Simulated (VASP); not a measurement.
# AlSi16 (a cell with a defect) in VASP: further runs

The runs below take AlSi16 (a cell with a defect) through single point, with PBEsol.

Program: VASP 6.6.1. These are calculated values, not measurements. Logs are shortened: lines on timing, memory, paths and dates and some standing lists are left out, and cuts for length are marked.

## (1) The cell of the first run

The cell holds a defect, 17 atoms: a = 7.679 Å, b = 7.679 Å, c = 7.679 Å, α = 60.00°, β = 60.00°, γ = 60.00°.

## (2) Single point, PBEsol, collinear spin, zero start

INCAR reads:

```
  PREC = Accurate
  ENCUT = 520
  EDIFF = 1E-6
  ISMEAR = -1
  SIGMA = 0.02
  LREAL = Auto
  LASPH = T
  NELM = 150
  ALGO = Normal
  ISIF = 2
  LWAVE = F
  LCHARG = F
  ISPIN = 2
  MAGMOM = 0 0 0 0 0 0 0 0 0 0 0 0 0 0 0 0 0
  LORBIT = 11
  GGA = PS
  NBANDS = 52
```

KPOINTS reads:

```
regular mesh
0
Gamma
  2 2 2
```

POSCAR reads:

```
AlSi16
1.0
    0.0000000000      5.4300000000      5.4300000000
    5.4300000000      0.0000000000      5.4300000000
    5.4300000000      5.4300000000      0.0000000000
Si Al
16 1
Direct
    0.0866022099     -0.1038766114      0.0013167587
    0.1418508287      0.0541712707      0.1526058932
    0.0790515654     -0.0513904236      0.5175782689
    0.1852578269      0.0945764273      0.6070257827
    0.0240791897      0.4958655617     -0.0526611418
    0.1852209945      0.5238397790      0.1174677716
   -0.0254696133      0.5089686924      0.4636279926
    0.1340607735      0.6300460405      0.5566574586
    0.5363075506     -0.0138397790     -0.0316482505
    0.7089410681      0.0773756906      0.0761049724
    0.5585727440      0.0424769797      0.4302117864
    0.6878821363      0.1112707182      0.5878268877
    0.5141804788      0.5187476980      0.0064640884
    0.6598802947      0.6151104972      0.1221454880
    0.5220534070      0.4913904236      0.4859944751
    0.6175046041      0.6326427256      0.6178545120
   -0.1200460405      0.3406169429      0.8470994475
```

Potentials or basis: VASP PAW PBE potentials, release 64 (Si, Al).

The run is started by

```bash
cat potpaw_PBE.64/Si/POTCAR potpaw_PBE.64/Al/POTCAR > POTCAR
mpirun -np 1 vasp_std > vasp.out
```

OUTCAR:

```text
PREC = Accurate
   ENCUT = 520
   EDIFF = 1E-6
   ISMEAR = -1
   LREAL = Auto
   LASPH = T
   NELM = 150
   ISIF = 2
   ISPIN = 2
   LORBIT = 11
   GGA = PS

 ion  position               nearest neighbor table
   1  0.087  0.896  0.001-   2 2.33   6 2.35  10 2.40   4 2.51  17 2.83  13 3.11
   2  0.142  0.054  0.153-   1 2.33   3 2.35   9 2.51   5 2.80  17 3.09
   3  0.079  0.949  0.518-   8 2.15   4 2.15   2 2.35  12 2.49
   4  0.185  0.095  0.607-   3 2.15  11 2.39   1 2.51   7 2.66  17 2.68
   5  0.024  0.496  0.947-  14 2.32   6 2.33   8 2.45  17 2.52   2 2.80
   6  0.185  0.524  0.117-  13 2.21   7 2.30   5 2.33   1 2.35
   7  0.975  0.509  0.464-  16 2.26   6 2.30   8 2.36  17 2.42   4 2.66
   8  0.134  0.630  0.557-   3 2.15   7 2.36   5 2.45  15 2.47  17 2.96
   9  0.536  0.986  0.968-  14 2.34  10 2.35  12 2.39   2 2.51
  10  0.709  0.077  0.076-  11 2.29   9 2.35  17 2.39   1 2.40  13 2.82
  11  0.559  0.042  0.430-  12 2.26  10 2.29   4 2.39  16 2.62
  12  0.688  0.111  0.588-  11 2.26   9 2.39  15 2.40   3 2.49
  13  0.514  0.519  0.006-   6 2.21  14 2.25  17 2.38  16 2.45  10 2.82   1 3.11
  14  0.660  0.615  0.122-  13 2.25  15 2.29   5 2.32   9 2.34  17 3.01
  15  0.522  0.491  0.486-  14 2.29  16 2.32  12 2.40   8 2.47
  16  0.618  0.633  0.618-   7 2.26  15 2.32  13 2.45  11 2.62  17 2.70
  17  0.880  0.341  0.847-  13 2.38  10 2.39   7 2.42   5 2.52   4 2.68  16 2.70   1 2.83   8 2.96
                            14 3.01   2 3.09

  LATTYP: Found a face centered cubic cell.
 ALAT       =    10.8600000000

  Lattice vectors:

 A1 = (   0.0000000000,   5.4300000000,   5.4300000000)
 A2 = (   5.4300000000,   0.0000000000,   5.4300000000)
 A3 = (   5.4300000000,   5.4300000000,   0.0000000000)

Analysis of symmetry for initial positions (statically):
=====================================================================
 Subroutine PRICEL returns:
 Original cell was already a primitive cell.

 Routine SETGRP: Setting up the symmetry group for a
 face centered cubic supercell.

 Subroutine GETGRP returns: Found  1 space group operations
 (whereof  1 operations were pure point group operations)
 out of a pool of 48 trial point group operations.

The static configuration has the point symmetry C_1 .

Analysis of symmetry for dynamics (positions and initial velocities):
=====================================================================
 Subroutine PRICEL returns:
 Original cell was already a primitive cell.

 Routine SETGRP: Setting up the symmetry group for a
 face centered cubic supercell.

 Subroutine GETGRP returns: Found  1 space group operations
 (whereof  1 operations were pure point group operations)
[... 175 lines left out ...]
  free energy    TOTEN  =       -89.69539158 eV

  energy without entropy =      -89.68658847  energy(sigma->0) =      -89.69099003

 E-fermi :   6.6972     XC(G=0):  -9.8389

 val. band max:        6.6949239084   @ k =   0.5000   0.5000   0.0000
 cond. band min:       6.7092595554   @ k =   0.0000   0.0000   0.0000
 fundamental gap:      0.0143356470
 Fermi energy:         6.6971864579

 spin component 1

 k-point     1 :       0.0000    0.0000    0.0000
  band No.  band energies     occupation
      1      -6.0205      1.00000
      2      -3.8313      1.00000
      3      -3.5589      1.00000
      4      -3.5008      1.00000
      5      -3.2976      1.00000
      6      -2.2982      1.00000
[... 373 lines left out ...]
     44      10.0946      0.00000
     45      10.2274      0.00000
 Fermi energy:         6.6971864579

 spin component 2

 k-point     1 :       0.0000    0.0000    0.0000
  band No.  band energies     occupation
      1      -6.0205      1.00000
      2      -3.8313      1.00000
      3      -3.5589      1.00000
      4      -3.5008      1.00000
      5      -3.2976      1.00000
      6      -2.2982      1.00000
[... 373 lines left out ...]
     44      10.0946      0.00000
     45      10.2274      0.00000
 [bands above 45 left out]

------------------------ aborting loop because EDIFF is reached ----------------------------------------

  FORCE on cell =-STRESS in cart. coord.  units (eV):
  Direction    XX          YY          ZZ          XY          YZ          ZX
  --------------------------------------------------------------------------------------
  -------------------------------------------------------------------------------------
  Total        8.2851834      2.1595691      7.6256124      2.6097207      4.1058310      2.8311348
  in kB       41.4556018     10.8055832     38.1553837     13.0579536     20.5438657     14.1658177
  external PRESSURE =      30.1388562 kB  Pullay stress =       0.0000000 kB

 VOLUME and BASIS-vectors are now :
 -----------------------------------------------------------------------------
  energy-cutoff  :      520.00
  volume of cell :      320.21
      direct lattice vectors                 reciprocal lattice vectors
     0.000000000  5.430000000  5.430000000    -0.092081031  0.092081031  0.092081031
     5.430000000  0.000000000  5.430000000     0.092081031 -0.092081031  0.092081031
     5.430000000  5.430000000  0.000000000     0.092081031  0.092081031 -0.092081031

 POSITION                                       TOTAL-FORCE (eV/Angst)
 -----------------------------------------------------------------------------------
      4.87310      0.47740      5.33620        -0.192495     -0.460846      0.281999
      1.12280      1.59890      1.06440        -0.118073     -0.141621      1.899194
      7.96140      3.23970      5.58020         0.597604     -3.087574     -0.334075
      3.80970      4.30210      1.51950         1.568048      1.353822      1.448450
      7.83660      5.27480      2.82330        -1.067505      0.393135     -0.668716
      3.48230      1.64360      3.85020         0.034781     -0.671413     -0.493294
[... 9 lines left out ...]
      6.79020      6.70800      6.78830         1.645138     -1.037498      0.312832
      6.44930      9.37790      6.62770        -0.491077      1.136473      0.677895
 -----------------------------------------------------------------------------------
    total drift:                                0.003406      0.002696     -0.001798

  FREE ENERGIE OF THE ION-ELECTRON SYSTEM (eV)
  ---------------------------------------------------
  free  energy   TOTEN  =       -89.6953915830 eV

  energy  without entropy=      -89.6865884703  energy(sigma->0) =      -89.69099003

 total charge

# of ion       s       p       d       tot
------------------------------------------
    1        0.770   0.878   0.000   1.648
    2        0.773   0.843   0.000   1.616
    3        0.758   0.992   0.000   1.751
    4        0.767   0.899   0.000   1.666
    5        0.767   0.888   0.000   1.655
    6        0.779   0.934   0.000   1.713
[... 9 lines left out ...]
   16        0.762   0.896   0.000   1.658
   17        0.468   0.369   0.000   0.836
--------------------------------------------------
tot         12.688  14.997   0.000  27.685

 magnetization (x)

# of ion       s       p       d       tot
------------------------------------------
    1        0.000   0.000   0.000   0.000
    2       -0.000  -0.000   0.000  -0.000
    3        0.000   0.000   0.000   0.000
    4        0.000   0.000   0.000   0.000
    5       -0.000  -0.000   0.000  -0.000
    6        0.000  -0.000   0.000   0.000
[... 9 lines left out ...]
   16        0.000   0.000   0.000   0.000
   17        0.000   0.000   0.000   0.000
--------------------------------------------------
tot          0.000   0.000   0.000   0.000
```

OSZICAR:

```text
N       E                     dE             d eps       ncg     rms          rms(c)
DAV:   1     0.142051455933E+03    0.14205E+03   -0.25053E+04  1664   0.106E+03
DAV:   2    -0.781536403102E+02   -0.22021E+03   -0.20617E+03  1996   0.158E+02
DAV:   3    -0.914813656635E+02   -0.13328E+02   -0.12989E+02  2164   0.339E+01
DAV:   4    -0.917534999504E+02   -0.27213E+00   -0.27094E+00  2064   0.590E+00
DAV:   5    -0.917597960334E+02   -0.62961E-02   -0.62910E-02  2112   0.874E-01    0.144E+01
DAV:   6    -0.902137906011E+02    0.15460E+01   -0.12809E+00  1976   0.339E+00    0.851E+00
DAV:   7    -0.896992370508E+02    0.51455E+00   -0.15034E+00  2004   0.337E+00    0.119E+00
DAV:   8    -0.896960058855E+02    0.32312E-02   -0.13096E-01  1952   0.124E+00    0.675E-01
DAV:   9    -0.896953960896E+02    0.60980E-03   -0.10657E-02  2100   0.329E-01    0.281E-01
DAV:  10    -0.896953290463E+02    0.67043E-04   -0.11792E-03  1952   0.105E-01    0.119E-01
DAV:  11    -0.896953852135E+02   -0.56167E-04   -0.15448E-04  2084   0.422E-02    0.473E-02
DAV:  12    -0.896953899117E+02   -0.46983E-05   -0.12442E-05  1976   0.122E-02    0.241E-02
DAV:  13    -0.896953913712E+02   -0.14595E-05   -0.36669E-06  1900   0.594E-03    0.801E-03
DAV:  14    -0.896953915830E+02   -0.21183E-06   -0.54749E-07  1128   0.262E-03
   1 F= -.89695392E+02 E0= -.89690990E+02  d E =-.880311E-02  mag=     0.0000
```

stdout:

```text
POSCAR found type information on POSCAR SiAl
 POSCAR found :  2 types and      17 ions
 scaLAPACK will be used
 -----------------------------------------------------------------------------
|                                                                             |
|                                                                             |
|     You enforced a specific xc type in the INCAR file but a different       |
|     I HOPE YOU KNOW WHAT YOU ARE DOING!                                     |
|                                                                             |
 -----------------------------------------------------------------------------

 LDA part: xc-table for (Slater+PW92), standard interpolation
 POSCAR, INCAR and KPOINTS ok, starting setup
 FFT: planning ... GRIDC
 FFT: planning ... GRID_SOFT
 FFT: planning ... GRID
 WAVECAR not read
 entering main loop
```

Wall time 4.8 min (1 thread of AMD EPYC 9R45 (Zen 5), shared host); peak memory 0.68 GiB.

What came out:

| Quantity | Value |
| --- | --- |
| Free energy | -89.6954 eV |
| Pressure | 3.0 GPa |
| Largest force | 3.163 eV/Å |
| Net moment | 0.00 μB per cell |
| Valence electrons inside the program's atomic spheres | Si 1.65, 1.62, 1.75, 1.67, 1.66, 1.71, 1.70, 1.69; Al 0.84 |

Forces in eV/Å, atoms in the order of the input:
```
Si  -0.192 -0.461  0.282
Si  -0.118 -0.142  1.899
Si   0.598 -3.088 -0.334
Si   1.568  1.354  1.448
Si  -1.068  0.393 -0.669
Si   0.035 -0.671 -0.493
Si  -0.850  0.778  0.587
Si  -1.368  2.004 -1.081
Si   0.424 -0.586 -0.553
Si  -0.045 -0.363 -0.551
Si  -0.628  0.327 -1.888
Si   0.819  0.981  0.520
Si  -0.711 -0.702 -0.208
Si   0.305  0.101  0.922
Si   0.077 -0.023 -0.871
Si   1.645 -1.037  0.313
Al  -0.491  1.136  0.678
```

Stress tensor (GPa, compression positive):
```
4.15 1.31 1.42
1.31 1.08 2.05
1.42 2.05 3.82
```

Caveat: the k points lie up to 0.50 Å⁻¹ apart; the PAW data sets were made with another functional, which shifts forces and pressure a little.

## (3) Single point, PBEsol, collinear spin, zero start

INCAR reads:

```
ALGO = Normal
EDIFF = 1E-6
ENCUT = 520
GGA = PS
ISIF = 2
ISMEAR = -1
ISPIN = 2
LASPH = T
LCHARG = F
LORBIT = 11
LREAL = Auto
LWAVE = F
MAGMOM = 0 0 0 0 0 0 0 0 0 0 0 0 0 0 0 0 0
NBANDS = 52
NELM = 150
PREC = Accurate
SIGMA = 0.02
```

KPOINTS reads:

```
k-points
0
Gamma
  2 2 2
```

POSCAR reads:

```
AlSi16
1.0
    0.0000000000      5.4300000000      5.4300000000
    5.4300000000      0.0000000000      5.4300000000
    5.4300000000      5.4300000000      0.0000000000
Si Al
16 1
Direct
    0.0714180479     -0.1039963168     -0.0250092081
    0.1478821363      0.1418416206      0.0579373849
    0.0574309392      0.0195672192      0.4285911602
    0.2009576427      0.0292449355      0.6188397790
    0.0274861878      0.5619244936     -0.0902486188
    0.2696500921      0.4410681400      0.1027624309
    0.0194751381      0.5426427256      0.3737108656
    0.1691436464      0.6501381215      0.4842817680
    0.4977900552      0.0195764273      0.0048987109
    0.6983609576      0.1270718232      0.0892265193
    0.5462707182      0.0307274401      0.4620165746
    0.6790791897      0.0841252302      0.6378821363
    0.5723756906      0.5267403315     -0.0823020258
    0.6289963168      0.6507826888      0.0926243094
    0.5039134438      0.4445211786      0.4436003683
    0.6177440147      0.6365285451      0.5286279926
   -0.0316942910      0.3257090239      0.7885082873
```

Potentials or basis: VASP PAW PBE potentials, release 64 (Si, Al).

The run is started by

```bash
cat potpaw_PBE.64/Si/POTCAR potpaw_PBE.64/Al/POTCAR > POTCAR
mpirun -np 1 vasp_std > vasp.out
```

Run time: 4.9 min. Hardware: 1 thread of AMD EPYC 9R45 (Zen 5), shared host; peak memory 0.67 GiB.

It converged, with:

| Quantity | Value |
| --- | --- |
| Free energy | -89.2586 eV |
| Pressure | -0.1 GPa |
| Largest force | 2.173 eV/Å |
| Net moment | 0.00 μB per cell |
| Valence electrons inside the program's atomic spheres | Si 1.61, 1.67, 1.66, 1.69, 1.57, 1.62, 1.65, 1.68; Al 0.79 |

Forces on the atoms (eV/Å):
```
Si   0.943  1.342 -0.868
Si   0.182 -0.461 -0.560
Si  -0.112 -0.581 -0.893
Si   0.279 -0.293  1.048
Si  -0.259 -0.245 -0.079
Si  -1.422 -0.965 -0.699
Si   1.653 -0.548 -0.985
Si   1.903 -0.407 -0.966
Si   0.055  1.057  1.284
Si  -0.572 -0.394 -1.054
Si  -1.098  0.112 -0.748
Si  -0.331 -0.394  0.584
Si  -0.971 -0.879  0.537
Si  -0.452  0.723  0.769
Si  -0.261  1.662  1.191
Si   0.554  0.739  0.871
Al  -0.091 -0.468  0.569
```

Stress tensor (GPa, compression positive):
```
 0.54 -0.46 -1.45
-0.46 -0.33 -0.13
-1.45 -0.13 -0.48
```

Levels at points of the mesh, in eV from the Fermi level:
Spin up:
```
           k point  band 30  band 31  band 32  band 33  band 34  band 35  band 36  band 37
(0.00, 0.00, 0.00)    -0.97    -0.83    -0.73    -0.38    -0.27    -0.07     0.23     0.34
(0.50, 0.00, 0.00)    -1.20    -0.88    -0.54    -0.29    -0.06     0.34     0.48     0.65
(0.00, 0.50, 0.00)    -1.22    -1.09    -0.82    -0.36     0.04     0.24     0.59     0.65
(0.00, 0.00, 0.50)    -1.31    -0.79    -0.51    -0.29     0.06     0.17     0.43     0.55
(0.50, 0.50, 0.50)    -1.41    -0.86    -0.45    -0.44    -0.04     0.11     0.59     0.76
(0.50, 0.50, 0.00)    -1.43    -1.29    -0.91    -0.29     0.30     0.74     1.13     1.31
(0.00, 0.50, 0.50)    -1.30    -1.15    -1.06    -0.31     0.24     0.58     1.09     1.23
(0.50, 0.00, 0.50)    -1.62    -1.25    -0.84    -0.43     0.09     0.76     0.99     1.24
```
Spin down:
```tsv
k point	band 31	band 32	band 33	band 34	band 35	band 36
(0.00, 0.00, 0.00)	-0.83	-0.73	-0.38	-0.27	-0.07	0.23
(0.50, 0.00, 0.00)	-0.88	-0.54	-0.29	-0.06	0.34	0.48
(0.00, 0.50, 0.00)	-1.09	-0.82	-0.36	0.04	0.24	0.59
(0.00, 0.00, 0.50)	-0.79	-0.51	-0.29	0.06	0.17	0.43
(0.50, 0.50, 0.50)	-0.86	-0.45	-0.44	-0.04	0.11	0.59
(0.50, 0.50, 0.00)	-1.29	-0.91	-0.29	0.30	0.74	1.13
(0.00, 0.50, 0.50)	-1.15	-1.06	-0.31	0.24	0.58	1.09
(0.50, 0.00, 0.50)	-1.25	-0.84	-0.43	0.09	0.76	0.99
```

Caveat: the k points lie up to 0.50 Å⁻¹ apart; the PAW data sets were made with another functional, which shifts forces and pressure a little.

(Part 1 of 2 ends here.)
